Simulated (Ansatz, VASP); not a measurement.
**C in VASP and in Ansatz**

```xyz
8
Lattice="-2.4264 2.4264 2.4264 2.4264 -2.4264 2.4264 2.4264 2.4264 -2.4264" Properties=species:S:1:pos:R:3 pbc="T T T"
C    -0.7893    0.7893    0.7893
C     1.6371    1.6371    1.6371
C     0.7893   -0.7893    0.7893
C     0.7893    0.7893   -0.7893
C     1.6371   -1.6371    1.6371
C     0.7893    0.7893    0.7893
C    -1.6371    1.6371    1.6371
C     1.6371    1.6371   -1.6371
```

Alike in both runs: task single point; functional PBEsol; k mesh 6 × 6 × 6; occupations gaussian, width 0.05 eV; no spin polarisation.

```csv
,VASP,Ansatz
version,VASP 6.6.1,Ansatz 0.2.0
potentials or method,"VASP PAW PBE potentials, release 64 (C), cutoff 520 eV","scalar-relativistic, plane waves, PAW"
valence electrons in the cell,32,32
```

|  | VASP | Ansatz | Ansatz less VASP |
| --- | --- | --- | --- |
| gap on the k mesh at the Fermi level (eV) | 2.90 | 2.90 | +0.006 |
| least direct gap on the mesh (eV) | 3.73 | 3.75 | +0.018 |
| pressure (GPa) | 0.7 | 0.0 | -0.73 |
| rms of the force components (eV/Å) | 0.021 | 0.000 | -0.0210 |

VASP's potentials were made for PBE, not for PBEsol. Atom by atom the forces differ by 0.021 eV/Å (rms over components). With one functional, cell and mesh, what is left measures potentials, basis and numerics.
